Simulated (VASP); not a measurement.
# Li2Tm in VASP: single point with PBE

Aim: the single point of Li2Tm with PBE.

All numbers are computed with VASP 6.6.1; they aren't measurements. Logs are shortened: lines on timing, memory, paths and dates and some standing lists are left out, and cuts for length are marked.

## Step 1: The cell of the first run

The typed cell holds 6 atoms: a = 4.545 Å, b = 7.873 Å, c = 2.938 Å, α = 90.00°, β = 90.00°, γ = 90.00°.

## Step 2: Single point, PBE, collinear spin, antiferromagnetic start

INCAR reads:

```
SYSTEM = Li2Tm
  PREC = Accurate
  ENCUT = 520
  EDIFF = 1E-6
  ISMEAR = -1
  SIGMA = 0.1
  LREAL = .False.
  LASPH = .True.
  NELM = 150
  ALGO = Normal
  ISIF = 2
  LWAVE = .False.
  LCHARG = .False.
  ISPIN = 2
  MAGMOM = 2 -2 0 0 0 0
  LORBIT = 11
  LMAXMIX = 6
  GGA = PE
  NBANDS = 42
  LUSENCCL = .False.
```

KPOINTS reads:

```
Automatic mesh
0
Gamma
  5 3 7
  0 0 0
```

POSCAR reads:

```
Li2Tm
1.0
   -2.2727377600     -3.9364965500      0.0000000000
   -6.8182112900      3.9364965500      0.0000000000
    0.0000000000      0.0000000000     -2.9379379800
Tm Li
2 4
Direct
    0.0000000000      0.0000000000      0.0000000000
    0.5000000000      0.5000000000      0.0000000000
    0.0000000000      0.6667000000      0.5000000000
    0.5000000000      0.1667000000      0.5000000000
    0.5000500000      0.8333500000      0.5000000000
    0.0000500000      0.3333500000      0.5000000000
```

Potentials or basis: VASP PAW PBE potentials, release 64 (Tm, Li_sv).

Launch:

```
> cat potpaw_PBE.64/Tm/POTCAR potpaw_PBE.64/Li_sv/POTCAR > POTCAR
> mpirun -np 1 vasp_std > vasp.out
```

OUTCAR:

```text
SYSTEM = Li2Tm
   PREC = Accurate
   ENCUT = 520
   EDIFF = 1E-6
   ISMEAR = -1
   LREAL = .False.
   LASPH = .True.
   NELM = 150
   ISIF = 2
   ISPIN = 2
   LORBIT = 11
   GGA = PE

 ion  position               nearest neighbor table
   1  0.000  0.000  0.000-   3 3.01   3 3.01   5 3.01   5 3.01   6 3.01   6 3.01   4 3.01   4 3.01
                             5 3.01   5 3.01   4 3.01   4 3.01
   2  0.500  0.500  0.000-   4 3.01   4 3.01   6 3.01   6 3.01   5 3.01   5 3.01   3 3.01   3 3.01
                             6 3.01   6 3.01   3 3.01   3 3.01
   3  0.000  0.667  0.500-   1 3.01   1 3.01   2 3.01   2 3.01   2 3.01   2 3.01
   4  0.500  0.167  0.500-   2 3.01   2 3.01   1 3.01   1 3.01   1 3.01   1 3.01
   5  0.500  0.833  0.500-   1 3.01   1 3.01   2 3.01   2 3.01   1 3.01   1 3.01
   6  0.000  0.333  0.500-   2 3.01   2 3.01   1 3.01   1 3.01   2 3.01   2 3.01

  LATTYP: Found a simple orthorhombic cell.
 ALAT       =     2.9379379800
 B/A-ratio  =     1.5471650270
 C/A-ratio  =     2.6797680938

  Lattice vectors:

 A1 = (   0.0000000000,   0.0000000000,  -2.9379379800)
 A2 = (  -2.2727377600,  -3.9364965500,   0.0000000000)
 A3 = (  -6.8182112900,   3.9364965500,   0.0000000000)

Analysis of symmetry for initial positions (statically):
=====================================================================
 Subroutine PRICEL returns following result:

  LATTYP: Found a hexagonal cell.
 ALAT       =     4.5454748942
 C/A-ratio  =     0.6463434621
[... 12 lines left out ...]
 Subroutine GETGRP returns: Found  2 space group operations
 (whereof  2 operations were pure point group operations)
 out of a pool of  8 trial point group operations.

The static configuration has the point symmetry C_1h.

Analysis of symmetry for dynamics (positions and initial velocities):
=====================================================================
 Subroutine PRICEL returns following result:

  LATTYP: Found a hexagonal cell.
 ALAT       =     4.5454748942
 C/A-ratio  =     0.6463434621
[... 12 lines left out ...]
 Subroutine GETGRP returns: Found  2 space group operations
 (whereof  2 operations were pure point group operations)
 out of a pool of  8 trial point group operations.

The dynamic configuration has the point symmetry C_1h.

Analysis of structural, dynamic, and magnetic symmetry:
=====================================================================
 Subroutine PRICEL returns following result:

  LATTYP: Found a hexagonal cell.
 ALAT       =     4.5454748942
 C/A-ratio  =     0.6463434621
[... 12 lines left out ...]
 Subroutine GETGRP returns: Found  2 space group operations
 (whereof  2 operations were pure point group operations)
 out of a pool of  8 trial point group operations.
[... 147 lines left out ...]
  ext. energy  EPLUGINS =         0.00000000
  ---------------------------------------------------
  free energy    TOTEN  =       -13.55873713 eV

  energy without entropy =      -13.04457377  energy(sigma->0) =      -13.30165545

 E-fermi :   2.3324     XC(G=0):  -9.5589

 val. band max:        2.3308512286   @ k =   0.4000   0.0000   0.1429
 cond. band min:       2.3327526903   @ k =   0.4000   0.0000   0.0000
 fundamental gap:      0.0019014617
 Fermi energy:         2.3323838434

 spin component 1

 k-point     1 :       0.0000    0.0000    0.0000
  band No.  band energies     occupation
      1     -48.0510      1.00000
      2     -47.4995      1.00000
      3     -43.1980      1.00000
      4     -43.1821      1.00000
      5     -43.1648      1.00000
      6     -43.1480      1.00000
[... 1045 lines left out ...]
     40       7.2681      0.00000
     41       8.4010      0.00000

 [... further k-points ...]

 spin component 2

 k-point     1 :       0.0000    0.0000    0.0000
  band No.  band energies     occupation
      1     -48.0510      1.00000
      2     -47.4995      1.00000
      3     -43.1980      1.00000
      4     -43.1821      1.00000
      5     -43.1648      1.00000
      6     -43.1480      1.00000
[... 1045 lines left out ...]
     40       7.2681      0.00000
     41       8.4010      0.00000

 [... further k-points ...]

 [bands above 41 left out]

------------------------ aborting loop because EDIFF is reached ----------------------------------------

  FORCE on cell =-STRESS in cart. coord.  units (eV):
  Direction    XX          YY          ZZ          XY          YZ          ZX
  --------------------------------------------------------------------------------------
  -------------------------------------------------------------------------------------
  Total        8.2532413      8.0966202      8.6305507     -0.1331828      0.0000000      0.0000000
  in kB      125.7689409    123.3822332    131.5186575     -2.0295374      0.0000000      0.0000000
  external PRESSURE =     126.8899439 kB  Pullay stress =       0.0000000 kB

 VOLUME and BASIS-vectors are now :
 -----------------------------------------------------------------------------
  energy-cutoff  :      520.00
  volume of cell :      105.14
      direct lattice vectors                 reciprocal lattice vectors
    -2.272737760 -3.936496550  0.000000000    -0.109999516 -0.190524731 -0.000000000
    -6.818211290  3.936496550  0.000000000    -0.109999516  0.063508262  0.000000000
     0.000000000  0.000000000 -2.937937980    -0.000000000  0.000000000 -0.340374782

 POSITION                                       TOTAL-FORCE (eV/Angst)
 -----------------------------------------------------------------------------------
      0.00000      0.00000      0.00000        -0.001098     -0.000002     -0.000000
     -4.54547      0.00000      0.00000        -0.001098     -0.000002      0.000000
     -4.54570      2.62446     -1.46897        -0.002174      0.000977     -0.000000
     -2.27296     -1.31203     -1.46897        -0.002174      0.000977     -0.000000
     -6.81844      1.31203     -1.46897         0.003272     -0.000975     -0.000000
     -2.27296      1.31203     -1.46897         0.003272     -0.000975     -0.000000
 -----------------------------------------------------------------------------------
    total drift:                               -0.000024      0.000061      0.000000

  FREE ENERGIE OF THE ION-ELECTRON SYSTEM (eV)
  ---------------------------------------------------
  free  energy   TOTEN  =       -13.5587371280 eV

  energy  without entropy=      -13.0445737704  energy(sigma->0) =      -13.30165545

 total charge

# of ion       s       p       d       f       tot
--------------------------------------------------
    1        2.218   5.969   0.535  12.470  21.192
    2        2.218   5.969   0.535  12.470  21.192
    3        2.061   0.076   0.000   0.000   2.137
    4        2.061   0.076   0.000   0.000   2.137
    5        2.061   0.076   0.000   0.000   2.137
    6        2.061   0.076   0.000   0.000   2.137
--------------------------------------------------
tot         12.680  12.244   1.070  24.940  50.934

 magnetization (x)

# of ion       s       p       d       f       tot
--------------------------------------------------
    1        0.003  -0.018  -0.018   1.295   1.262
    2       -0.003   0.018   0.018  -1.295  -1.262
    3        0.000   0.000   0.000   0.000   0.001
    4       -0.000  -0.000   0.000   0.000  -0.001
    5       -0.000  -0.000   0.000   0.000  -0.001
    6        0.000   0.000   0.000   0.000   0.001
--------------------------------------------------
tot          0.000   0.000   0.000   0.000   0.000
```

OSZICAR:

```text
N       E                     dE             d eps       ncg     rms          rms(c)
DAV:   1     0.464909166460E+03    0.46491E+03   -0.19561E+04  8302   0.732E+03
DAV:   2     0.100239608467E+03   -0.36467E+03   -0.33843E+03  7764   0.104E+03
DAV:   3     0.145001932672E+02   -0.85739E+02   -0.81752E+02  7408   0.215E+02
[... 12 lines left out ...]
DAV:  75    -0.135587265028E+02   -0.17183E-05   -0.20729E-05  7940   0.105E-01    0.191E-02
DAV:  76    -0.135587282219E+02   -0.17191E-05   -0.54934E-06  4758   0.570E-02    0.174E-02
DAV:  77    -0.135587306929E+02   -0.24710E-05   -0.23270E-06  3026   0.492E-02    0.139E-02
DAV:  78    -0.135587353151E+02   -0.46222E-05   -0.15876E-05  5020   0.132E-01    0.879E-03
DAV:  79    -0.135587365857E+02   -0.12706E-05   -0.66215E-06  3896   0.836E-02    0.604E-03
DAV:  80    -0.135587371280E+02   -0.54232E-06   -0.46963E-06  4144   0.609E-02
   1 F= -.13558737E+02 E0= -.13301655E+02  d E =-.514163E+00  mag=     0.0000
```

stdout:

```text
Offloading initialized ...    1 GPUs detected
 POSCAR found type information on POSCAR TmLi
 POSCAR found :  2 types and       6 ions
 scaLAPACK will be used selectively (only on CPU)
 LDA part: xc-table for (Slater+PW92), standard interpolation
 POSCAR, INCAR and KPOINTS ok, starting setup
 FFT: planning ... GRIDC
 FFT: planning ... GRID_SOFT
 FFT: planning ... GRID
 WAVECAR not read
 entering main loop
```

It took 30 min on 1 × NVIDIA H100 80GB with 1 thread of AMD EPYC 7R13 (Zen 3), shared host; peak memory 1.4 GiB.

Results:

```yaml
Free_energy: -13.5587 eV
Largest_force: 0.003 eV/Å
Band_gap_on_the_k_mesh: zero (filled and empty bands overlap)
Net_moment: 0.00 μB per cell
Site_moments: Tm +1.26, -1.26; Li +0.00, -0.00 (each value once) μB
Valence_electrons_inside_the_program's_atomic_spheres: Tm 21.19; Li 2.14
```

Forces on the atoms (eV/Å):
```
Tm  -0.001  0.000  0.000
Tm  -0.001  0.000  0.000
Li  -0.002  0.001  0.000
Li  -0.002  0.001  0.000
Li   0.003 -0.001  0.000
Li   0.003 -0.001  0.000
```

Levels at points of the mesh, in eV from the Fermi level:
Spin up:
```tsv
k point	band 26	band 27	band 28	band 29	band 30	band 31	band 32	band 33
(0.00, 0.00, 0.00)	-0.32	-0.19	-0.11	-0.10	-0.02	0.02	0.10	0.37
```
Spin down:
```csv
k point,band 27,band 28,band 29,band 30,band 31,band 32
"(0.00, 0.00, 0.00)",-0.19,-0.11,-0.10,-0.02,0.02,0.10
```

Caveat: the cutoff is under 1.25 times the usual one of these potentials, so pressure, stress and relaxed cells hold a basis-set (Pulay) error; the magnetic or orbital state may not be the lowest; spin-orbit coupling is left out, which moves the levels of the heavy elements; semilocal functionals describe open f shells poorly, which spoils levels, moments and volumes.
